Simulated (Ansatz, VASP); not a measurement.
# Si3Ge in VASP and in Ansatz

The input INCAR:

```
PREC = Accurate
ENCUT = 520
EDIFF = 1E-6
ISMEAR = 0
SIGMA = 0.01
LREAL = F
LASPH = T
NELM = 80
ALGO = Normal
ISIF = 2
LWAVE = F
LCHARG = F
GGA = PE
NBANDS = 21
```

The input KPOINTS:

```
Automatic mesh
0
Gamma
  6 6 6
```

File POSCAR:

```
Si3Ge
1.0
    1.9758658306      1.1407666692      6.4497693344
   -1.9758658306      1.1407666692      6.4497693344
    0.0000000000     -2.2815333383      6.4497693344
Si Ge
3 1
Direct
    1.0016055264      0.0016055264      0.0016055264
    0.4984313415      0.4984313415      0.4984313415
    0.3750055377      0.3750055377      0.3750055377
    0.8749575943      0.8749575943      0.8749575943
```

Input for Ansatz:

```yaml
crystal:
  lattice:
    - [1.9758658306, 1.1407666692, 6.4497693344]
    - [-1.9758658306, 1.1407666692, 6.4497693344]
    - [0.0, -2.2815333383, 6.4497693344]
  atoms:
    - { symbol: Si, position: [1.0016055264, 0.0016055264, 0.0016055264] }
    - { symbol: Si, position: [0.4984313415, 0.4984313415, 0.4984313415] }
    - { symbol: Si, position: [0.3750055377, 0.3750055377, 0.3750055377] }
    - { symbol: Ge, position: [0.8749575943, 0.8749575943, 0.8749575943] }
kpoints:
  mp_grid: { grid: [6, 6, 6] }
hamiltonian:
  xc: pbe
scf:
  occupations: { method: fixed }
  n_extra_bands: 5
output:
  forces: true
  stress: true
  eigenvalues: true
```

Alike in both runs: task single point; functional PBE; k mesh 6 × 6 × 6; no spin polarisation.

|  | VASP | Ansatz |
| --- | --- | --- |
| version | VASP 6.6.1 | Ansatz 0.2.0 |
| potentials or method | VASP PAW PBE potentials, release 64 (Si, Ge_d) | plane waves, PAW |
| plane-wave cutoff (eV) | 520 | 420 |
| occupations | gaussian, width 0.01 eV | fixed |
| valence electrons in the cell | 26 | 26 |

Ansatz gave:

```
gap on the k mesh at the Fermi level (eV)                     : 0.63
pressure (GPa)                                                : -2.2
traceless stress, the component that is largest in VASP (GPa) : -0.11
rms of the force components (eV/Å)                            : 0.007
```

Q: Estimate VASP's values.

A: gap on the k mesh at the Fermi level (eV): 0.63; pressure (GPa): -2.3; traceless stress, the component that is largest in VASP (GPa): -0.10; rms of the force components (eV/Å): 0.007.

Atom by atom the forces differ by 0.000 eV/Å (rms over components).
